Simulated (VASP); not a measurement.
**GaBAs2: single point with r2SCAN**

The system is GaBAs2.

```
B As Ga
1.0
     3.69783    0.00000    0.00000
     0.00000    3.69783    0.00000
     0.00000    0.00000    5.40777
B As Ga
1 2 1
Direct
  0.00000 0.00000 0.00000
  0.00000 0.50000 0.21397
  0.50000 0.00000 0.78603
  0.50000 0.50000 0.50000
```

* Program: VASP 6.6.1
* Task: single point
* Functional: r2SCAN
* Potentials or basis: VASP PAW PBE potentials, release 64 (B, As, Ga_d)
* Cutoff: 520 eV
* k mesh: 6 × 6 × 4
* Occupations: gaussian, width 0.01 eV
* Spin: no spin polarisation

| Item | Value |
| --- | --- |
| Pressure | -2.7 GPa |
| Largest force | 0.039 eV/Å |
| Band gap on the k mesh | 0.80 eV (least direct gap 0.90 eV) |

Forces in eV/Å, atoms in the order of the input:
```
B    0.000  0.000  0.000
As   0.000  0.000  0.039
As   0.000  0.000 -0.039
Ga   0.000  0.000  0.000
```

Stress tensor (GPa, compression positive):
```
-2.61  0.00  0.00
 0.00 -2.61  0.00
 0.00  0.00 -2.74
```

Levels at points of the mesh, in eV from the valence-band top:
| k point | band 10 | band 11 | band 12 | band 13 | band 14 | band 15 | band 16 | band 17 |
| --- | --- | --- | --- | --- | --- | --- | --- | --- |
| (0.00, 0.00, 0.00) | -3.91 | -0.53 | 0.00 | 0.00 | 0.90 | 1.00 | 2.37 | 3.27 |
| (0.50, 0.00, 0.00) | -5.01 | -4.17 | -2.78 | -0.97 | 1.98 | 4.12 | 4.88 | 5.09 |
| (0.50, 0.50, 0.00) | -4.13 | -3.78 | -3.78 | -3.30 | 0.80 | 1.27 | 1.27 | 1.84 |
| (0.00, 0.00, 0.50) | -3.45 | -3.45 | -1.40 | -1.40 | 1.11 | 1.63 | 3.83 | 4.48 |
| (0.50, 0.00, 0.50) | -2.74 | -1.92 | -1.92 | -0.83 | 0.83 | 1.54 | 3.66 | 4.54 |
| (0.50, 0.50, 0.50) | -4.87 | -4.69 | -4.51 | -4.51 | 4.76 | 4.76 | 4.95 | 4.98 |

It took 3.2 min on 1 thread of Intel Xeon 8259CL, on a shared host, peak memory 0.21 GiB.

Caveat: semilocal functionals underestimate gaps, and a narrow one can read as zero; the PAW data sets were made with another functional, which shifts forces and pressure a little. A k mesh can miss the band edges.
